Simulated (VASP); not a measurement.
# Eu (Im-3m) in VASP: settings compared

Eu is run at these levels: PBEsol, PBE; tasks: single point.

Everything below comes from runs of VASP 6.6.1. Logs are shortened: lines on timing, memory, paths and dates and some standing lists are left out, and cuts for length are marked.

## (1) The cell of the first run

Symmetry: Im-3m, No. 229, cubic system. Conventional cell: a = 4.606 Å, b = 4.606 Å, c = 4.606 Å, α = 90.00°, β = 90.00°, γ = 90.00°. Within 5.2 Å of Eu (site symmetry m-3m) lie 14 Eu at 3.99 to 4.61 Å.

## (2) Single point, PBEsol, collinear spin, ferromagnetic start

The input, INCAR:

```
PREC     = Accurate       # precision mode
ENCUT    = 520            # plane-wave cutoff, eV
EDIFF    = 1E-6           # SCF threshold, eV
ISMEAR   = -1             # smearing method
SIGMA    = 0.05           # smearing width, eV
LREAL    = False          # projectors in reciprocal space
LASPH    = True           # aspherical terms in the spheres
NELM     = 150            # most SCF steps
ALGO     = Normal         # electronic algorithm
ISIF     = 2              # what is computed and relaxed
LWAVE    = False          # write WAVECAR
LCHARG   = False          # write CHGCAR
ISPIN    = 2              # spin polarisation
MAGMOM   = 10.5           # initial moments
LORBIT   = 11             # projections on sites
NUPDOWN  = 10.5           # fixed moment
LMAXMIX  = 6              # l up to which the mixer works
GGA      = PS             # functional
NBANDS   = 18             # bands
```

The input, KPOINTS:

```
regular mesh
0
Gamma
  7 7 7
```

The input, POSCAR:

```
Eu
1.0
   -2.3030000000      2.3030000000      2.3030000000
    2.3030000000     -2.3030000000      2.3030000000
    2.3030000000      2.3030000000     -2.3030000000
Eu
1
Direct
    0.0000000000      0.0000000000      0.0000000000
```

Potentials or basis: VASP PAW PBE potentials, release 64 (Eu).

The run is started by

```bash
> cat potpaw_PBE.64/Eu/POTCAR > POTCAR
> mpirun -np 1 vasp_std > vasp.out
```

OUTCAR:

```text
PREC = Accurate
   ENCUT = 520
   EDIFF = 1E-6
   ISMEAR = -1
   LREAL = False
   LASPH = True
   NELM = 150
   ISIF = 2
   ISPIN = 2
   LORBIT = 11
   NUPDOWN = 10.5
   GGA = PS

 ion  position               nearest neighbor table
   1  0.000  0.000  0.000-

  LATTYP: Found a body centered cubic cell.
 ALAT       =     4.6060000000

  Lattice vectors:

 A1 = (  -2.3030000000,   2.3030000000,   2.3030000000)
 A2 = (   2.3030000000,  -2.3030000000,   2.3030000000)
 A3 = (   2.3030000000,   2.3030000000,  -2.3030000000)

Analysis of symmetry for initial positions (statically):
=====================================================================
 Subroutine PRICEL returns:
 Original cell was already a primitive cell.

 Routine SETGRP: Setting up the symmetry group for a
 body centered cubic supercell.

 Subroutine GETGRP returns: Found 48 space group operations
 (whereof 48 operations were pure point group operations)
 out of a pool of 48 trial point group operations.

The static configuration has the point symmetry O_h .

Analysis of symmetry for dynamics (positions and initial velocities):
=====================================================================
 Subroutine PRICEL returns:
 Original cell was already a primitive cell.

 Routine SETGRP: Setting up the symmetry group for a
 body centered cubic supercell.

 Subroutine GETGRP returns: Found 48 space group operations
 (whereof 48 operations were pure point group operations)
 out of a pool of 48 trial point group operations.

The dynamic configuration has the point symmetry O_h .

Analysis of structural, dynamic, and magnetic symmetry:
=====================================================================
 Subroutine PRICEL returns:
 Original cell was already a primitive cell.

 Routine SETGRP: Setting up the symmetry group for a
 body centered cubic supercell.

 Subroutine GETGRP returns: Found 48 space group operations
 (whereof 48 operations were pure point group operations)
 out of a pool of 48 trial point group operations.

The overall configuration has the point symmetry O_h .

 Subroutine INISYM returns: Found 48 space group operations
 (whereof 48 operations are pure point group operations),
 and found     1 'primitive' translations

----------------------------------------------------------------------------------------

                                     Primitive cell

  volume of cell :      48.8587

  direct lattice vectors                    reciprocal lattice vectors
    -2.303000000  2.303000000  2.303000000     0.000000000  0.217108120  0.217108120
     2.303000000 -2.303000000  2.303000000     0.217108120  0.000000000  0.217108120
     2.303000000  2.303000000 -2.303000000     0.217108120  0.217108120  0.000000000

  length of vectors
     3.988913010  3.988913010  3.988913010     0.307037248  0.307037248  0.307037248

  position of ions in fractional coordinates (direct lattice)
     0.000000000  0.000000000  0.000000000

  ion indices of the primitive-cell ions
   primitive index   ion index
                 1           1

----------------------------------------------------------------------------------------

 KPOINTS: regular mesh

Automatic generation of k-mesh.
 Grid dimensions read from file:
 generate k-points for:    7    7    7

 Generating k-lattice:

  Cartesian coordinates                     Fractional coordinates (reciprocal lattice)
     0.000000000  0.031015446  0.031015446     0.142857143  0.000000000  0.000000000
     0.031015446  0.000000000  0.031015446     0.000000000  0.142857143  0.000000000
     0.031015446  0.031015446  0.000000000     0.000000000  0.000000000  0.142857143

  Length of vectors
     0.043862464  0.043862464  0.043862464

  Shift w.r.t. Gamma in fractional coordinates (k-lattice)
     0.000000000  0.000000000  0.000000000

 Subroutine IBZKPT returns following result:
 ===========================================

 Found     20 irreducible k-points:

 Following reciprocal coordinates:
            Coordinates               Weight
  0.000000  0.000000  0.000000      1.000000
  0.142857  0.000000  0.000000     12.000000
  0.285714  0.000000  0.000000     12.000000
  0.428571  0.000000  0.000000     12.000000
  0.142857  0.142857  0.000000     24.000000
  0.285714  0.142857  0.000000     48.000000
[... 12 lines left out ...]
 -0.428571 -0.428571  0.285714      8.000000
 -0.428571  0.428571  0.428571      6.000000
   k-points           NKPTS =     20   k-points in BZ     NKDIM =     20   number of bands    NBANDS=     18
   number of dos      NEDOS =    301   number of ions     NIONS =      1
   total plane-waves  NPLWV =  27000
   dimension x,y,z NGX =    30 NGY =   30 NGZ =   30
   dimension x,y,z NGXF=    60 NGYF=   60 NGZF=   60
   ions per type =               1
   NGX,Y,Z   is equivalent  to a cutoff of  12.50, 12.50, 12.50 a.u.
   NGXF,Y,Z  is equivalent  to a cutoff of  25.01, 25.01, 25.01 a.u.
 SYSTEM =  unknown system
   PREC   = accura    normal or accurate (medium, high low for compatibility)
   ISTART =      0    job   : 0-new  1-cont  2-samecut
   ICHARG =      2    charge: 1-file 2-atom 10-const
   ISPIN  =      2    spin polarized calculation?
   LNONCOLLINEAR =      F non collinear calculations
   LSORBIT =      F    spin-orbit coupling
   LASPH  =      T    aspherical Exc in radial PAW
   ENCUT  =  520.0 eV  38.22 Ry    6.18 a.u.   7.42  7.42  7.42*2*pi/ulx,y,z
   NELM   =    150;   NELMIN=  2; NELMDL= -5     # of ELM steps
   EDIFF  = 0.1E-05   stopping-criterion for ELM
   LREAL  =      F    real-space projection
   EDIFFG = 0.1E-04   stopping-criterion for IOM
   NSW    =      0    number of steps for IOM
   IBRION =     -1    ionic relax: 0-MD 1-quasi-New 2-CG
   NFREE  =      0    steps in history (QN), initial steepest desc. (CG)
   ISIF   =      2    stress and relaxation
   ISYM   =      2    0-nonsym 1-usesym 2-fastsym
   POTIM  = 0.5000    time-step for ionic-motion
   TEBEG  =    0.0;   TEEND  =   0.0 temperature during run
   PSTRESS=    0.0 pullay stress
   NELECT =      17.0000    total number of electrons
   NUPDOWN=      10.5000    fix difference up-down
   EMIN   =  10.00;   EMAX   =-10.00  energy-range for DOS
   EFERMI =   0.00;   METHOD = LEGACY
   ISMEAR =    -1;   SIGMA  =   0.05  broadening in eV -4-tet -1-fermi 0-gaus
   EFERMI_NEDOS =   21; number of points for ismear=-14 and -15
   IALGO  =     38    algorithm
   IMIX   =      4    mixing-type and parameters
     AMIX     =   0.40;   BMIX     =  1.00
     AMIX_MAG =   1.60;   BMIX_MAG =  1.00
  volume/ion in A,a.u.               =      48.86       329.71
  Fermi-wavevector in a.u.,A,eV,Ry     =   1.151447  2.175919 18.039008  1.325830
  Thomas-Fermi vector in A             =   2.288104
   LORBIT       =     11    0 simple, 1 ext, 2 COOP (PROOUT), +10 PAW based schemes
   GGA     = PS    functional components
   LHFCALC =     F    Hartree Fock is set to
   AEXX    =    0.0000 exact exchange contribution
   IVDW    =     0    specifies the selected vdW correction
   LEPSILON=     F    determine dielectric tensor
   LRPA    =     F    only Hartree local field effects (RPA)
 spin polarized calculation
  energy-cutoff  :      520.00
  volume of cell :       48.86
 maximum number of plane-waves:      1329
 NGX is ok and might be reduce to    30
   NGX = 15   NGY = 15   NGZ = 15

 number of electron      17.0000008 magnetization      10.5000011

 Free energy of the ion-electron system (eV)
  ---------------------------------------------------
  ext. energy  EPLUGINS =         0.00000000
  ---------------------------------------------------
  free energy    TOTEN  =         2.61899741 eV

  energy without entropy =        2.68443507  energy(sigma->0) =        2.65171624

 E-fermi : -16.6890     XC(G=0):  -8.3697

 val. band max:        1.7885752919   @ k =  -0.2857   0.2857   0.1429
 cond. band min:     -16.6889453183   @ k =   0.1429   0.1429   0.0000
 fundamental gap:    -18.4775206101
 Fermi energy:         1.8499779151

 spin component 1

 k-point     1 :       0.0000    0.0000    0.0000
  band No.  band energies     occupation
      1     -41.6304      1.00000
      2     -20.2198      1.00000
      3     -20.2198      1.00000
      4     -20.2198      1.00000
      5      -3.3477      1.00000
      6      -0.0716      1.00000
[... 10 lines left out ...]
     17       3.7532      0.00000
     18       9.6737      0.00000

 k-point     2 :       0.1429    0.0000    0.0000
  band No.  band energies     occupation
      1     -41.6273      1.00000
      2     -20.2690      1.00000
      3     -20.2363      1.00000
      4     -20.2198      1.00000
      5      -2.9550      1.00000
      6      -0.0696      1.00000
[... 10 lines left out ...]
     17       3.7760      0.00000
     18       9.8850      0.00000
[... 358 lines left out ...]
 k-point    20 :      -0.4286    0.4286    0.4286
  band No.  band energies     occupation
      1     -41.6019      1.00000
      2     -20.4025      1.00000
      3     -20.3947      1.00000
      4     -20.3947      1.00000
      5      -0.0967      1.00000
      6      -0.0601      1.00000
[... 10 lines left out ...]
     17       4.8070      0.00000
     18       6.3216      0.00000
 Fermi energy:       -16.6889948989

 spin component 2

 k-point     1 :       0.0000    0.0000    0.0000
  band No.  band energies     occupation
      1     -37.4295      1.00000
      2     -16.6451      0.29349
      3     -16.6451      0.29349
      4     -16.6451      0.29348
      5      -1.2209      0.00000
      6       4.6168      0.00000
[... 10 lines left out ...]
     17       6.0891      0.00000
     18      12.0179      0.00000

 k-point     2 :       0.1429    0.0000    0.0000
  band No.  band energies     occupation
      1     -37.4255      1.00000
      2     -16.7065      0.58671
      3     -16.6651      0.38262
      4     -16.6453      0.29424
      5      -0.8149      0.00000
      6       4.2797      0.00000
[... 10 lines left out ...]
     17       6.1824      0.00000
     18      12.2470      0.00000
[... 358 lines left out ...]
 k-point    20 :      -0.4286    0.4286    0.4286
  band No.  band energies     occupation
      1     -37.3936      1.00000
      2     -16.8677      0.97272
      3     -16.8574      0.96666
      4     -16.8574      0.96666
      5       2.1181      0.00000
      6       2.1590      0.00000
[... 10 lines left out ...]
     17       7.4788      0.00000
     18       8.8938      0.00000

------------------------ aborting loop because EDIFF is reached ----------------------------------------

  FORCE on cell =-STRESS in cart. coord.  units (eV):
  Direction    XX          YY          ZZ          XY          YZ          ZX
  --------------------------------------------------------------------------------------
  -------------------------------------------------------------------------------------
  Total       -2.0922887     -2.0922887     -2.0922887     -0.0000000      0.0000000     -0.0000000
  in kB      -68.6104682    -68.6104682    -68.6104682     -0.0000000      0.0000000     -0.0000000
  external PRESSURE =     -68.6104682 kB  Pullay stress =       0.0000000 kB

 VOLUME and BASIS-vectors are now :
 -----------------------------------------------------------------------------
  energy-cutoff  :      520.00
  volume of cell :       48.86
      direct lattice vectors                 reciprocal lattice vectors
    -2.303000000  2.303000000  2.303000000     0.000000000  0.217108120  0.217108120
     2.303000000 -2.303000000  2.303000000     0.217108120  0.000000000  0.217108120
     2.303000000  2.303000000 -2.303000000     0.217108120  0.217108120  0.000000000

 POSITION                                       TOTAL-FORCE (eV/Angst)
 -----------------------------------------------------------------------------------
      0.00000      0.00000      0.00000         0.000000      0.000000      0.000000
 -----------------------------------------------------------------------------------
    total drift:                               -0.000000     -0.000000      0.000000

  FREE ENERGIE OF THE ION-ELECTRON SYSTEM (eV)
  ---------------------------------------------------
  free  energy   TOTEN  =         2.6189974090 eV

  energy  without entropy=        2.6844350704  energy(sigma->0) =        2.65171624

 total charge

# of ion       s       p       d       f       tot
--------------------------------------------------
    1        2.037   4.993   0.670   6.822  14.521

 magnetization (x)

# of ion       s       p       d       f       tot
--------------------------------------------------
    1        0.046   0.712   0.670   6.822   8.250
```

Run time: 70 s. Hardware: 1 thread of Intel Xeon Platinum 8375C at 2.90GHz (Ice Lake), shared host; peak memory 0.21 GiB.

What came out:

- Free energy: 2.6190 eV
- Pressure: -6.9 GPa
- Net moment: 10.50 μB per cell
- Site moments: Eu +8.25 μB
- Valence electrons inside the program's atomic spheres: Eu 14.52

Caveat: the cell stands under tension; the PAW data sets were made with another functional, which shifts forces and pressure a little; spin-orbit coupling is left out, which moves the levels of the heavy elements; the total moment is fixed, so each spin has its own Fermi level; semilocal functionals describe open f shells poorly, which spoils levels, moments and volumes.

## (3) Single point, PBEsol, collinear spin, ferromagnetic start

The input, INCAR:

```
SYSTEM = Eu
ALGO     = Normal         ! electronic algorithm
EDIFF    = 1E-6           ! SCF threshold, eV
ENCUT    = 520            ! plane-wave cutoff, eV
GGA      = PS             ! functional
ISIF     = 2              ! what is computed and relaxed
ISMEAR   = -1             ! smearing method
ISPIN    = 2              ! spin polarisation
LASPH    = .True.         ! aspherical terms in the spheres
LCHARG   = .False.        ! write CHGCAR
LMAXMIX  = 6              ! l up to which the mixer works
LORBIT   = 11             ! projections on sites
LREAL    = .False.        ! projectors in reciprocal space
LWAVE    = .False.        ! write WAVECAR
MAGMOM   = 14             ! initial moments
NBANDS   = 18             ! bands
NELM     = 150            ! most SCF steps
NUPDOWN  = 14.0           ! fixed moment
PREC     = Accurate       ! precision mode
SIGMA    = 0.05           ! smearing width, eV
```

The input, KPOINTS:

```
k-points
0
Gamma
  7 7 7
  0 0 0
```

POSCAR is that of step 2.

Potentials or basis: VASP PAW PBE potentials, release 64 (Eu).

The run is started by

```bash
> cat potpaw_PBE.64/Eu/POTCAR > POTCAR
> mpirun -np 1 vasp_std > vasp.out
```

Wall time 60 s (1 thread of Intel Xeon Platinum 8375C at 2.90GHz (Ice Lake), shared host); peak memory 0.2 GiB.

Results (log left out):

```yaml
Free_energy: 36.5826 eV
Pressure: -5.7 GPa
Net_moment: 14.00 μB per cell
Site_moments: Eu +11.34 μB
Valence_electrons_inside_the_program's_atomic_spheres: Eu 14.22
```

Caveat: the cell stands under tension; the PAW data sets were made with another functional, which shifts forces and pressure a little; spin-orbit coupling is left out, which moves the levels of the heavy elements; the total moment is fixed, so each spin has its own Fermi level; semilocal functionals describe open f shells poorly, which spoils levels, moments and volumes.

## (4) Single point, PBE, collinear spin, ferromagnetic start (46.90 Å³/atom)

This run uses another cell than the first one, of 46.90 Å³/atom.

The input, INCAR:

```
  PREC = Accurate
  ENCUT = 520
  EDIFF = 1E-6
  ISMEAR = -1
  SIGMA = 0.05
  LREAL = F
  LASPH = T
  NELM = 150
  ALGO = Normal
  ISIF = 2
  LWAVE = F
  LCHARG = F
  ISPIN = 2
  MAGMOM = 7
  LORBIT = 11
  LMAXMIX = 6
  GGA = PE
  NBANDS = 18
```

The input, KPOINTS:

```
regular mesh
0
Gamma
  8 8 8
```

The input, POSCAR:

```
Eu
1.0
   -2.2718745629      2.2718745629      2.2718745629
    2.2718745629     -2.2718745629      2.2718745629
    2.2718745629      2.2718745629     -2.2718745629
Eu
1
Direct
    0.0000000000      0.0000000000      0.0000000000
```

The run is started by

```bash
> cat potpaw_PBE.64/Eu/POTCAR > POTCAR
> mpirun -np 1 vasp_std > vasp.out
```

It took 1.9 min on 1 thread of Intel Xeon 8259CL, shared host; peak memory 0.22 GiB.

The run converged. Its results:

- Free energy: -11.4200 eV
- Pressure: -1.4 GPa
- Net moment: 7.32 μB per cell
- Site moments: Eu +6.69 μB
- Valence electrons inside the program's atomic spheres: Eu 14.72

Levels at points of the mesh, in eV from the Fermi level:
Spin up:
| k point | band 10 | band 11 | band 12 | band 13 | band 14 | band 15 |
| --- | --- | --- | --- | --- | --- | --- |
| (0.00, 0.00, 0.00) | -0.41 | -0.41 | -0.37 | 1.71 | 1.71 | 1.71 |
| (0.50, 0.00, 0.00) | -0.41 | -0.40 | -0.39 | 0.47 | 0.53 | 3.11 |
| (0.50, 0.50, 0.50) | -0.51 | -0.37 | -0.37 | -0.37 | 4.41 | 4.41 |
Spin down:
| k point | band 2 | band 3 | band 4 | band 5 | band 6 | band 7 | band 8 | band 9 |
| --- | --- | --- | --- | --- | --- | --- | --- | --- |
| (0.00, 0.00, 0.00) | -18.05 | -18.05 | -18.05 | -3.52 | 2.66 | 2.66 | 2.66 | 3.99 |
| (0.50, 0.00, 0.00) | -18.45 | -18.18 | -18.05 | -0.88 | 1.24 | 1.31 | 3.92 | 4.20 |
| (0.50, 0.50, 0.50) | -18.33 | -18.33 | -18.33 | -0.15 | -0.15 | 3.85 | 3.85 | 3.85 |

Caveat: spin-orbit coupling is left out, which moves the levels of the heavy elements; semilocal functionals describe open f shells poorly, which spoils levels, moments and volumes. The state reached can hang on the start; a lower one may exist.

## (5) Single point, PBE, collinear spin, ferromagnetic start (47.88 Å³/atom)

This run uses another cell than the first one, of 47.88 Å³/atom.

The input, INCAR:

```
SYSTEM = Eu
ALGO = Normal ; EDIFF = 1E-7
ENCUT = 520 ; GGA = PE
ISIF = 2 ; ISMEAR = -1
ISPIN = 2 ; LASPH = .True.
LCHARG = .False. ; LMAXMIX = 6
LORBIT = 11 ; LREAL = .False.
LWAVE = .False. ; MAGMOM = 7
NBANDS = 18 ; NELM = 150
PREC = Accurate ; SIGMA = 0.05
```

The input, KPOINTS:

```
k-points
0
Gamma
  8 8 8
  0 0 0
```

The input, POSCAR:

```
Eu
1.0
   -2.2875431584      2.2875431584      2.2875431584
    2.2875431584     -2.2875431584      2.2875431584
    2.2875431584      2.2875431584     -2.2875431584
Eu
1
Direct
    0.0000000000      0.0000000000      0.0000000000
```

The run is started by

```bash
> cat potpaw_PBE.64/Eu/POTCAR > POTCAR
> mpirun -np 1 vasp_std > vasp.out
```

It took 2.5 min on 1 thread of Intel Xeon 8259CL, shared host; peak memory 0.22 GiB.

The run converged. Its results:

```
Free energy                                           : -11.4109 eV
Pressure                                              : -1.7 GPa
Net moment                                            : 7.35 μB per cell
Site moments                                          : Eu +6.70 μB
Valence electrons inside the program's atomic spheres : Eu 14.72
```

Levels at points of the mesh, in eV from the Fermi level:
Spin up:
```
           k point  band 8  band 9  band 10  band 11  band 12  band 13  band 14  band 15  band 16  band 17
(0.00, 0.00, 0.00)   -0.53   -0.41    -0.41    -0.41    -0.38     1.69     1.69     1.69     3.19     3.19
(0.50, 0.00, 0.00)   -0.51   -0.43    -0.41    -0.41    -0.40     0.47     0.48     3.05     3.71     5.15
(0.50, 0.50, 0.50)   -0.51   -0.51    -0.51    -0.37    -0.37    -0.37     4.30     4.30     4.30     4.68
```
Spin down:
```tsv
k point	band 2	band 3	band 4	band 5	band 6	band 7	band 8	band 9
(0.00, 0.00, 0.00)	-18.08	-18.08	-18.08	-3.49	2.64	2.64	2.64	4.00
(0.50, 0.00, 0.00)	-18.45	-18.20	-18.08	-0.86	1.19	1.32	3.92	4.14
(0.50, 0.50, 0.50)	-18.34	-18.34	-18.34	-0.11	-0.11	3.83	3.83	3.83
```

Caveat: spin-orbit coupling is left out, which moves the levels of the heavy elements; semilocal functionals describe open f shells poorly, which spoils levels, moments and volumes.

(Part 1 of 2 ends here.)
